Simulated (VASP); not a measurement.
Crystal: Ge2P3.

```
Ge P
1.0
     3.20897   -4.35268    0.00000
     3.20897    4.35268    0.00000
     0.00000    0.00000    6.56194
Ge P
4 6
Cartesian
  3.2090 0.6372 5.4930
  3.2090 -0.6372 2.2120
  3.2090 -3.4325 0.7513
  3.2090 3.4325 4.0323
  1.4556 -1.3972 0.0000
  4.9623 1.3972 3.2810
  4.9623 -1.3972 0.0000
  1.4556 1.3972 3.2810
  3.2090 2.5602 1.0348
  3.2090 -2.5602 4.3158
```

```yaml
Program: VASP 6.6.1
Task: relaxation of cell and atoms
Functional: PBE
Potentials_or_basis: VASP PAW PBE potentials, release 64 (Ge_d, P)
Cutoff: 600 eV
k_mesh: 4 × 4 × 4
Occupations: gaussian, width 0.1 eV
Spin: no spin polarisation
```

At the start: pressure 17.8 GPa; volume 18.33 Å³/atom.

How do energy, volume and symmetry change on relaxing?

Over 42 steps the energy falls by 802.3 meV/atom and the volume is 20.72 Å³/atom (+13.0 %); space group Cmc2_1 (No. 36, to 0.1 Å) before and after.

Step by step:
```
step  energy change (eV)  largest force (eV/Å)  pressure (GPa)  volume (Å³)
   1              0.0000               10.4310           17.79       183.31
   3             -2.0499                1.2616          -11.33       237.69
   5             -4.2361                0.7151           -7.77       207.96
   7             -4.6414                0.6427           -4.56       200.70
   9             -4.6606                0.6627           -3.61       198.96
  11             -5.0534                0.6274            1.40       179.90
  13             -5.2023                0.5389           -0.40       180.51
  15             -5.3702                0.6935            1.37       178.07
  17             -5.6857                0.7822            1.63       182.31
  19             -5.7227                0.8233            1.84       183.75
  21             -6.0895                0.7411           -1.78       200.26
  23             -6.3326                0.6271           -0.84       195.84
  25             -6.8967                1.1098            1.02       195.53
  27             -7.2183                1.1186           -0.43       202.89
  29             -7.4714                0.9256           -1.53       210.69
  31             -7.7121                0.9098            1.19       206.29
  33             -7.9617                0.5856            0.21       209.99
  35             -7.9966                0.2307           -0.63       211.09
  37             -8.0109                0.1323            0.26       207.84
  39             -8.0202                0.1201            0.05       207.58
  41             -8.0226                0.0490           -0.12       207.81
  42             -8.0230                0.0349            0.13       207.20
```

Final structure:
```
Ge P
1.0
     3.30308   -3.90503    0.00000
     3.30308    3.90503    0.00000
     0.00000    0.00000    8.03194
Ge P
4 6
Direct
  0.46693 0.53307 0.76899
  0.53307 0.46693 0.26899
  0.86419 0.13581 0.00603
  0.13581 0.86419 0.50603
  0.35963 0.13471 0.06071
  0.64037 0.86529 0.56071
  0.86529 0.64037 0.06071
  0.13471 0.35963 0.56071
  0.22221 0.77779 0.21286
  0.77779 0.22221 0.71286
```

Caveat: a cell axis changed by over 15 % at a fixed basis, so the end point is rough.
